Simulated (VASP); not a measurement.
The system is Zn2CdTe3.

```
Zn Cd Te
1.0
     6.14811    0.00000    0.00000
    -3.07405    5.32442    0.00000
     0.00000    0.00000    5.11340
Zn Cd Te
2 1 3
Cartesian
  0.0000 3.5496 0.0000
  3.0741 1.7748 0.0000
  0.0000 0.0000 0.0000
  3.0741 0.0000 2.5567
  -1.5370 2.6622 2.5567
  1.5370 2.6622 2.5567
```

The cell was generated, and may not be a known phase.

```yaml
Program: VASP 6.6.1
Task: relaxation of cell and atoms
Functional: PBE
Potentials_or_basis: VASP PAW PBE potentials, release 64 (Zn, Cd, Te)
Cutoff: 600 eV
k_mesh: 6 × 6 × 8
Occupations: gaussian, width 0.1 eV
Spin: no spin polarisation
```

At the start: pressure 2.2 GPa; volume 27.90 Å³/atom.

How do energy, volume and symmetry change on relaxing?

Over 14 steps the energy falls by 157.6 meV/atom and the volume is 29.18 Å³/atom (+4.6 %); space group P6/mmm (No. 191, to 0.1 Å) before and after.

The path:
```
step  energy change (eV)  largest force (eV/Å)  pressure (GPa)  volume (Å³)
   1              0.0000                0.0000            2.17       167.39
   2             -0.1466                0.0000           -0.09       176.64
   3             -0.1801                0.0000           -1.64       184.67
   4             -0.2971                0.0000           -2.02       185.67
   5             -0.6120                0.0000           -2.43       187.36
   6             -0.8469                0.0000           -1.20       184.21
   7             -0.8588                0.0000           -2.09       186.35
   8             -0.9368                0.0000            0.80       171.28
   9             -0.9454                0.0000            0.02       174.60
  10             -0.9453                0.0000            0.09       174.37
  11             -0.9457                0.0000           -0.03       174.91
  12             -0.9457                0.0000           -0.02       175.01
  13             -0.9457                0.0000           -0.06       175.20
  14             -0.9459                0.0000           -0.03       175.10
```

Final structure:
```
Zn Cd Te
1.0
     7.18230    0.00000    0.00000
    -3.59115    6.22005    0.00000
     0.00000    0.00000    3.91953
Zn Cd Te
2 1 3
Direct
  0.33333 0.66667 0.00000
  0.66667 0.33333 0.00000
  0.00000 0.00000 0.00000
  0.50000 0.00000 0.50000
  0.00000 0.50000 0.50000
  0.50000 0.50000 0.50000
```

Caveat: a cell axis changed by over 15 % at a fixed basis, so the end point is rough.
